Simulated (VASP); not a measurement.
Input of a VASP 6.6.1 run:

Contents of INCAR:

```
PREC = Accurate
ENCUT = 520
EDIFF = 1E-6
ISMEAR = 0
SIGMA = 0.15
LREAL = False
LASPH = True
NELM = 80
ALGO = Normal
ISIF = 2
LWAVE = False
LCHARG = True
GGA = PE
LELF = True
LVHAR = True
NBANDS = 16
```

KPOINTS

```
Automatic mesh
0
Gamma
  16 16 16
```

File POSCAR:

```
CoSi2
1.0
    0.0000000000      2.6799390597      2.6799390597
    2.6799390597      0.0000000000      2.6799390597
    2.6799390597      2.6799390597      0.0000000000
Co Si
1 2
Direct
    0.0000000000      0.0000000000      0.0000000000
    0.2742363367      0.2742363367      0.2742363367
    0.7257636633      0.7257636633      0.7257636633
```

Potentials or basis: VASP PAW PBE potentials, release 64 (Co, Si).

Run with:

```console
$ cat potpaw_PBE.64/Co/POTCAR potpaw_PBE.64/Si/POTCAR > POTCAR
$ mpirun -np 1 vasp_std > vasp.out
```

Question: Estimate the pressure.

Answer: 6.5 GPa.

Question: What does it give for the largest force?

Answer: 1.942 eV/Å.

Forces on the atoms (eV/Å):
```
Co   0.000  0.000  0.000
Si  -1.121 -1.121 -1.121
Si   1.121  1.121  1.121
```

Caveat: the cell differs from its parent crystal (mode 4 (324.9 1/cm) frozen in, largest displacement -0.225 Å); forces of over 1 eV/Å act on the atoms, so gaps and moduli don't describe the material at rest. Spin polarisation is off, so any magnetic state and its effect on volume and gap are missing.
